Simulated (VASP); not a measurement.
Write the native input for VASP 6.6.1 that does the following.

```
Task                   : single point
Functional             : PBE
Potentials or basis    : VASP PAW PBE potentials, release 64 (B, As)
Cutoff                 : 520 eV
k mesh                 : 12 × 12 × 14
Occupations            : gaussian, width 0.1 eV
Spin                   : no spin polarisation
Dipole correction      : no
Further INCAR settings : ALGO = Normal; EDIFF = 1e-06; NBANDS = 15
```

The structure of B3As lies in POSCAR:

```
B3As
1.0
    4.2621466252      0.0000000000      0.0000000000
   -2.1310733126      3.6911272520      0.0000000000
    0.0000000000      0.0000000000      3.1318259495
B As
3 1
Direct
    0.1316885008      0.8683114992      0.5000000000
    0.1316885008      0.2633770016      0.5000000000
    0.7366229984      0.8683114992      0.5000000000
    0.3333333333      0.6666666667      0.0000000000
```

These files were run (other wordings do the same):

INCAR

```
SYSTEM = B3As
PREC = Accurate
ENCUT = 520
EDIFF = 1E-6
ISMEAR = 0
SIGMA = 0.1
LREAL = .FALSE.
LASPH = .TRUE.
NELM = 80
ALGO = Normal
ISIF = 2
LWAVE = .FALSE.
LCHARG = .TRUE.
GGA = PE
LELF = .TRUE.
LVHAR = .TRUE.
NBANDS = 15
```

KPOINTS

```
Automatic mesh
0
G
  12 12 14
  0 0 0
```

Potentials or basis: VASP PAW PBE potentials, release 64 (B, As).

The run is started by

```sh
$ cat potpaw_PBE.64/B/POTCAR potpaw_PBE.64/As/POTCAR > POTCAR
$ mpirun -np 1 vasp_std > vasp.out
```

Results of the run:

```yaml
Pressure: 0.3 GPa
Largest_force: 0.021 eV/Å
Band_gap_on_the_k_mesh: zero (band 7 reaches 5.04 eV, above the bottom of band 8 at 3.52 eV)
```

Wall time 91 s on 1 thread of AMD EPYC 7R43 64-Core Processor (Zen 3), on a shared host, peak memory 0.2 GiB.
